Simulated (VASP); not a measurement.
# Cr (Im-3m) in VASP: a series of runs

Runs on Cr. Level: PBEsol. Tasks: relaxation of cell and atoms.

Everything below comes from runs of VASP 6.6.1. Logs are shortened: lines on timing, memory, paths and dates and some standing lists are left out, and cuts for length are marked.

**1. The cell of the first run**

Symmetry: Im-3m, No. 229, cubic system. Conventional cell: a = 2.622 Å, b = 2.622 Å, c = 2.622 Å, α = 90.00°, β = 90.00°, γ = 90.00°. Within 3.0 Å of Cr (site symmetry m-3m) lie 14 Cr at 2.27 to 2.62 Å.

**2. Relaxation of cell and atoms, PBEsol, target pressure 90 GPa, at which the enthalpy is minimised**

File INCAR:

```
SYSTEM = Cr
PREC = Accurate
ENCUT = 600
EDIFF = 1E-7
ISMEAR = 0
SIGMA = 0.1
LREAL = .False.
LASPH = .True.
NELM = 100
ALGO = Normal
ISIF = 3
LWAVE = .False.
LCHARG = .False.
GGA = PS
IBRION = 2
NSW = 70
EDIFFG = -0.008
PSTRESS = 900.0
```

File KPOINTS:

```
Automatic mesh
0
Gamma
  22 22 22
  0 0 0
```

File POSCAR:

```
Cr
1.0
   -1.3108223426      1.3108223426      1.3108223426
    1.3108223426     -1.3108223426      1.3108223426
    1.3108223426      1.3108223426     -1.3108223426
Cr
1
Direct
    0.0000000000      0.0000000000      0.0000000000
```

Potentials or basis: VASP PAW PBE potentials, release 64 (Cr_pv).

Started as:

```
$ cat potpaw_PBE.64/Cr_pv/POTCAR > POTCAR
$ mpirun -np 1 vasp_std > vasp.out
```

OUTCAR:

```text
SYSTEM = Cr
   PREC = Accurate
   ENCUT = 600
   EDIFF = 1E-7
   ISMEAR = 0
   LREAL = .False.
   LASPH = .True.
   NELM = 100
   ISIF = 3
   GGA = PS
   IBRION = 2
   NSW = 70
   EDIFFG = -0.008
   PSTRESS = 900.0

 ion  position               nearest neighbor table
   1  0.000  0.000  0.000-

  LATTYP: Found a body centered cubic cell.
 ALAT       =     2.6216446852

  Lattice vectors:

 A1 = (  -1.3108223426,   1.3108223426,   1.3108223426)
 A2 = (   1.3108223426,  -1.3108223426,   1.3108223426)
 A3 = (   1.3108223426,   1.3108223426,  -1.3108223426)

Analysis of symmetry for initial positions (statically):
=====================================================================
 Subroutine PRICEL returns:
 Original cell was already a primitive cell.

 Routine SETGRP: Setting up the symmetry group for a
 body centered cubic supercell.

 Subroutine GETGRP returns: Found 48 space group operations
 (whereof 48 operations were pure point group operations)
 out of a pool of 48 trial point group operations.

The static configuration has the point symmetry O_h .

Analysis of symmetry for dynamics (positions and initial velocities):
=====================================================================
 Subroutine PRICEL returns:
 Original cell was already a primitive cell.

 Routine SETGRP: Setting up the symmetry group for a
 body centered cubic supercell.

 Subroutine GETGRP returns: Found 48 space group operations
 (whereof 48 operations were pure point group operations)
 out of a pool of 48 trial point group operations.

The dynamic configuration has the point symmetry O_h .

 Subroutine INISYM returns: Found 48 space group operations
 (whereof 48 operations are pure point group operations),
 and found     1 'primitive' translations

----------------------------------------------------------------------------------------

                                     Primitive cell

  volume of cell :       9.0093

  direct lattice vectors                    reciprocal lattice vectors
    -1.310822343  1.310822343  1.310822343     0.000000000  0.381439943  0.381439943
     1.310822343 -1.310822343  1.310822343     0.381439943  0.000000000  0.381439943
     1.310822343  1.310822343 -1.310822343     0.381439943  0.381439943  0.000000000

  length of vectors
     2.270410897  2.270410897  2.270410897     0.539437541  0.539437541  0.539437541

  position of ions in fractional coordinates (direct lattice)
     0.000000000  0.000000000  0.000000000

  ion indices of the primitive-cell ions
   primitive index   ion index
                 1           1

----------------------------------------------------------------------------------------

 KPOINTS: Automatic mesh

Automatic generation of k-mesh.
 Grid dimensions read from file:
 generate k-points for:   22   22   22

 Generating k-lattice:

  Cartesian coordinates                     Fractional coordinates (reciprocal lattice)
     0.000000000  0.017338179  0.017338179     0.045454545  0.000000000  0.000000000
     0.017338179  0.000000000  0.017338179     0.000000000  0.045454545  0.000000000
     0.017338179  0.017338179  0.000000000     0.000000000  0.000000000  0.045454545

  Length of vectors
     0.024519888  0.024519888  0.024519888

  Shift w.r.t. Gamma in fractional coordinates (k-lattice)
     0.000000000  0.000000000  0.000000000

 Subroutine IBZKPT returns following result:
 ===========================================

 Found    328 irreducible k-points:

 Following reciprocal coordinates:
            Coordinates               Weight
  0.000000  0.000000  0.000000      1.000000
  0.045455  0.000000  0.000000     12.000000
  0.090909  0.000000  0.000000     12.000000
  0.136364  0.000000  0.000000     12.000000
  0.181818  0.000000  0.000000     12.000000
  0.227273  0.000000  0.000000     12.000000
[... 16 lines left out ...]
  0.090909  0.090909  0.000000     24.000000
  0.136364  0.090909 -0.000000     48.000000
 [... further k-points ...]
   k-points           NKPTS =    328   k-points in BZ     NKDIM =    328   number of bands    NBANDS=     10
   number of dos      NEDOS =    301   number of ions     NIONS =      1
   total plane-waves  NPLWV =   5832
   dimension x,y,z NGX =    18 NGY =   18 NGZ =   18
   dimension x,y,z NGXF=    36 NGYF=   36 NGZF=   36
   ions per type =               1
   NGX,Y,Z   is equivalent  to a cutoff of  13.18, 13.18, 13.18 a.u.
   NGXF,Y,Z  is equivalent  to a cutoff of  26.36, 26.36, 26.36 a.u.
 SYSTEM =  Cr
   PREC   = accura    normal or accurate (medium, high low for compatibility)
   ISTART =      0    job   : 0-new  1-cont  2-samecut
   ICHARG =      2    charge: 1-file 2-atom 10-const
   ISPIN  =      1    spin polarized calculation?
   LNONCOLLINEAR =      F non collinear calculations
   LSORBIT =      F    spin-orbit coupling
   LASPH  =      T    aspherical Exc in radial PAW
   ENCUT  =  600.0 eV  44.10 Ry    6.64 a.u.   4.53  4.53  4.53*2*pi/ulx,y,z
   NELM   =    100;   NELMIN=  2; NELMDL= -5     # of ELM steps
   EDIFF  = 0.1E-06   stopping-criterion for ELM
   LREAL  =      F    real-space projection
   EDIFFG = -.8E-02   stopping-criterion for IOM
   NSW    =     70    number of steps for IOM
   IBRION =      2    ionic relax: 0-MD 1-quasi-New 2-CG
   NFREE  =      1    steps in history (QN), initial steepest desc. (CG)
   ISIF   =      3    stress and relaxation
   ISYM   =      2    0-nonsym 1-usesym 2-fastsym
   POTIM  = 0.5000    time-step for ionic-motion
   TEBEG  =    0.0;   TEEND  =   0.0 temperature during run
   PSTRESS=  900.0 pullay stress
   NELECT =      12.0000    total number of electrons
   NUPDOWN=      -1.0000    fix difference up-down
   EMIN   =  10.00;   EMAX   =-10.00  energy-range for DOS
   EFERMI =   0.00;   METHOD = LEGACY
   ISMEAR =     0;   SIGMA  =   0.10  broadening in eV -4-tet -1-fermi 0-gaus
   EFERMI_NEDOS =   21; number of points for ismear=-14 and -15
   IALGO  =     38    algorithm
   IMIX   =      4    mixing-type and parameters
     AMIX     =   0.40;   BMIX     =  1.00
     AMIX_MAG =   1.60;   BMIX_MAG =  1.00
  volume/ion in A,a.u.               =       9.01        60.80
  Fermi-wavevector in a.u.,A,eV,Ry     =   1.801239  3.403849 44.143599  3.244463
  Thomas-Fermi vector in A             =   2.861802
   LORBIT       =      0    0 simple, 1 ext, 2 COOP (PROOUT), +10 PAW based schemes
   GGA     = PS    functional components
   LHFCALC =     F    Hartree Fock is set to
   AEXX    =    0.0000 exact exchange contribution
   IVDW    =     0    specifies the selected vdW correction
   LEPSILON=     F    determine dielectric tensor
   LRPA    =     F    only Hartree local field effects (RPA)
 conjugate gradient relaxation of ions
 non-spin polarized calculation
 Gauss-broadening in eV      SIGMA  =   0.10
  energy-cutoff  :      600.00
  volume of cell :        9.01
 maximum number of plane-waves:       321
   NGX =  9   NGY =  9   NGZ =  9

--------------------------------------- Ionic step        1  -------------------------------------------

 number of electron      12.0000001 magnetization

 Free energy of the ion-electron system (eV)
  ---------------------------------------------------
  ext. energy  EPLUGINS =         0.00000000
  ---------------------------------------------------
  free energy    TOTEN  =        -9.72902159 eV

  energy without entropy =       -9.72518997  energy(sigma->0) =       -9.72710578

------------------------ aborting loop because EDIFF is reached ----------------------------------------

  FORCE on cell =-STRESS in cart. coord.  units (eV):
  Direction    XX          YY          ZZ          XY          YZ          ZX
  --------------------------------------------------------------------------------------
  -------------------------------------------------------------------------------------
  Total        5.2207750      5.2207750      5.2207750     -0.0000000      0.0000000      0.0000000
  in kB      928.4404648    928.4404648    928.4404648     -0.0000000      0.0000000      0.0000000
  external PRESSURE =      28.4404648 kB  Pullay stress =     900.0000000 kB

 VOLUME and BASIS-vectors are now :
 -----------------------------------------------------------------------------
  energy-cutoff  :      600.00
  volume of cell :        9.01
      direct lattice vectors                 reciprocal lattice vectors
    -1.310822343  1.310822343  1.310822343     0.000000000  0.381439943  0.381439943
     1.310822343 -1.310822343  1.310822343     0.381439943  0.000000000  0.381439943
     1.310822343  1.310822343 -1.310822343     0.381439943  0.381439943  0.000000000
[... 44 lines left out ...]
  FREE ENERGIE OF THE ION-ELECTRON SYSTEM (eV)
  ---------------------------------------------------
  free  energy   TOTEN  =        -9.8414963954 eV

  energy  without entropy=       -9.8374506855  energy(sigma->0) =       -9.83947354

  enthalpy is  TOTEN    =        -4.6626039831 eV   P V=        5.1788924123

--------------------------------------- Ionic step        3  -------------------------------------------

 number of electron      12.0000003 magnetization

 Free energy of the ion-electron system (eV)
  ---------------------------------------------------
  ext. energy  EPLUGINS =         0.00000000
  ---------------------------------------------------
  free energy    TOTEN  =        -9.75264736 eV

  energy without entropy =       -9.74876350  energy(sigma->0) =       -9.75070543

 E-fermi :  14.7407     XC(G=0): -15.3271

 val. band max:       14.7372202302   @ k =   0.4091   0.0909   0.0909
 cond. band min:      14.7413996768   @ k =   0.3636   0.0909   0.0455
 fundamental gap:      0.0041794466
 Fermi energy:        14.7406547412

 k-point     1 :       0.0000    0.0000    0.0000
  band No.  band energies     occupation
      1     -27.4481      2.00000
      2     -27.4481      2.00000
      3     -27.4481      2.00000
      4       6.0906      2.00000
      5      13.4103      2.00000
      6      13.4103      2.00000
      7      13.4103      2.00000
      8      16.1935      0.00000
      9      16.1935      0.00000
     10      22.0049      0.00000

 k-point     2 :       0.0455    0.0000    0.0000
  band No.  band energies     occupation
      1     -27.4909      2.00000
      2     -27.4604      2.00000
      3     -27.4486      2.00000
      4       6.2060      2.00000
      5      13.3584      2.00000
      6      13.4022      2.00000
      7      13.4972      2.00000
      8      16.1304      0.00000
      9      16.1966      0.00000
     10      22.0049      0.00000
[... 274 lines left out ...]
 k-point    24 :       0.1364    0.0909   -0.0000
  band No.  band energies     occupation
      1     -28.1345      2.00000
      2     -27.6191      2.00000
      3     -27.5024      2.00000
      4       8.0062      2.00000
      5      12.7015      2.00000
      6      12.8858      2.00000
      7      15.0766      0.00000
      8      15.5349      0.00000
      9      16.3992      0.00000
     10      22.0050      0.00000

 [... further k-points ...]

------------------------ aborting loop because EDIFF is reached ----------------------------------------

  FORCE on cell =-STRESS in cart. coord.  units (eV):
  Direction    XX          YY          ZZ          XY          YZ          ZX
  --------------------------------------------------------------------------------------
  -------------------------------------------------------------------------------------
  Total        5.0828773      5.0828773      5.0828773      0.0000000      0.0000000      0.0000000
  in kB      899.7808713    899.7808713    899.7808713      0.0000000      0.0000000      0.0000000
  external PRESSURE =      -0.2191287 kB  Pullay stress =     900.0000000 kB

 VOLUME and BASIS-vectors are now :
 -----------------------------------------------------------------------------
  energy-cutoff  :      600.00
  volume of cell :        9.05
      direct lattice vectors                 reciprocal lattice vectors
    -1.312827965  1.312827965  1.312827965     0.000000000  0.380857213  0.380857213
     1.312827965 -1.312827965  1.312827965     0.380857213  0.000000000  0.380857213
     1.312827965  1.312827965 -1.312827965     0.380857213  0.380857213  0.000000000

 POSITION                                       TOTAL-FORCE (eV/Angst)
 -----------------------------------------------------------------------------------
      0.00000      0.00000      0.00000         0.000000      0.000000      0.000000
 -----------------------------------------------------------------------------------
    total drift:                                0.000000      0.000000      0.000000

  FREE ENERGIE OF THE ION-ELECTRON SYSTEM (eV)
  ---------------------------------------------------
  free  energy   TOTEN  =        -9.7526473618 eV

  energy  without entropy=       -9.7487635046  energy(sigma->0) =       -9.75070543

  enthalpy is  TOTEN    =        -4.6685322359 eV   P V=        5.0841151260

 reached required accuracy - stopping structural energy minimisation
```

It took 58 s on 1 thread of Intel Xeon Platinum 8375C at 2.90GHz (Ice Lake), shared host; peak memory 0.15 GiB.

Results:

```yaml
Free_energy: -9.7526 eV
Relaxed_volume: 9.05 Å³/atom
Relaxed_cell: a = 2.274 Å, b = 2.274 Å, c = 2.274 Å, α = 109.47°, β = 109.47°, γ = 109.47°
Space_group_after_relaxing_to_0.1_Å: Im-3m (No. 229)
Energy_change_on_relaxing_the_run_minimises_the_enthalpy: -23.6 meV/atom
Ionic_steps: 3
Pressure_after_relaxing: 90.0 GPa
Band_gap_on_the_k_mesh: zero (bands 6 and 7 overlap by 4.75 eV)
```

The path:
```csv
step,energy change (eV),largest force (eV/Å),pressure (GPa),volume (Å³)
1,0.0000,0.0000,92.84,9.01
2,-0.1125,0.0000,78.93,9.22
3,-0.0236,0.0000,89.98,9.05
```

Final structure:
```yaml
crystal:
  lattice:
    - [-1.31283, 1.31283, 1.31283]
    - [1.31283, -1.31283, 1.31283]
    - [1.31283, 1.31283, -1.31283]
  atoms:
    - { symbol: Cr, position: [0.00000, 0.00000, 0.00000] }
```

Caveat: the cell is relaxed towards a set pressure, so the run minimises the enthalpy, not the energy; the PAW data sets were made with another functional, which shifts forces and pressure a little; the run has no spin polarisation, though such a crystal can be magnetic.

**3. Relaxation of cell and atoms, PBEsol, target pressure 50 GPa, at which the enthalpy is minimised**

This run uses another cell than the first one, of 9.72 Å³/atom.

File INCAR:

```
  PREC = Accurate
  ENCUT = 600
  EDIFF = 1E-7
  ISMEAR = 0
  SIGMA = 0.1
  LREAL = F
  LASPH = T
  NELM = 80
  ALGO = Fast
  ISIF = 3
  LWAVE = F
  LCHARG = F
  GGA = PS
  IBRION = 2
  NSW = 70
  EDIFFG = -0.008
  PSTRESS = 500.0
```

File KPOINTS:

```
regular mesh
0
Gamma
  22 22 22
```

File POSCAR:

```
Cr
1.0
   -1.3443419377      1.3443419377      1.3443419377
    1.3443419377     -1.3443419377      1.3443419377
    1.3443419377      1.3443419377     -1.3443419377
Cr
1
Direct
    0.0000000000      0.0000000000      0.0000000000
```

Potentials or basis: VASP PAW PBE potentials, release 64 (Cr_pv).

Started as:

```
$ cat potpaw_PBE.64/Cr_pv/POTCAR > POTCAR
$ mpirun -np 1 vasp_std > vasp.out
```

It took 70 s on 1 thread of Intel Xeon Platinum 8375C at 2.90GHz (Ice Lake), shared host; peak memory 0.17 GiB.

The run converged. Its results:

- Free energy: -10.0487 eV
- Relaxed volume: 9.74 Å³/atom
- Relaxed cell: a = 2.330 Å, b = 2.330 Å, c = 2.330 Å, α = 109.47°, β = 109.47°, γ = 109.47°
- Space group after relaxing (to 0.1 Å): Im-3m (No. 229)
- Energy change on relaxing (the run minimises the enthalpy): -6.1 meV/atom
- Ionic steps: 3
- Pressure after relaxing: 50.1 GPa
- Band gap on the k mesh: zero (bands 6 and 7 overlap by 4.29 eV)

Step by step:
```
step  energy change (eV)  largest force (eV/Å)  pressure (GPa)  volume (Å³)
   1              0.0000                0.0000           50.96         9.72
   2             -0.0251                0.0000           46.97         9.80
   3             -0.0061                0.0000           50.06         9.74
```

Final structure:
```cif
data_structure
_symmetry_space_group_name_H-M 'P 1'
_symmetry_Int_Tables_number 1
_cell_length_a 2.3300
_cell_length_b 2.3300
_cell_length_c 2.3300
_cell_angle_alpha 109.471
_cell_angle_beta 109.471
_cell_angle_gamma 109.471
_cell_volume 9.74
loop_
_atom_site_label
_atom_site_type_symbol
_atom_site_fract_x
_atom_site_fract_y
_atom_site_fract_z
_atom_site_occupancy
Cr1 Cr 0.00000 0.00000 0.00000 1
```

Levels at points of the mesh, in eV from the Fermi level:
| k point | band 4 | band 5 | band 6 | band 7 | band 8 | band 9 |
| --- | --- | --- | --- | --- | --- | --- |
| (0.00, 0.00, 0.00) | -8.45 | -1.18 | -1.18 | -1.18 | 1.35 | 1.35 |
| (0.50, 0.00, 0.00) | -5.41 | -3.16 | 1.41 | 1.66 | 1.82 | 3.62 |
| (0.50, 0.50, 0.50) | -5.56 | -5.56 | 3.11 | 3.11 | 3.11 | 7.20 |

Caveat: the cell is relaxed towards a set pressure, so the run minimises the enthalpy, not the energy; the PAW data sets were made with another functional, which shifts forces and pressure a little; the run has no spin polarisation, though such a crystal can be magnetic. Spin polarisation is off, so any magnetic state and its effect on volume and gap are missing.
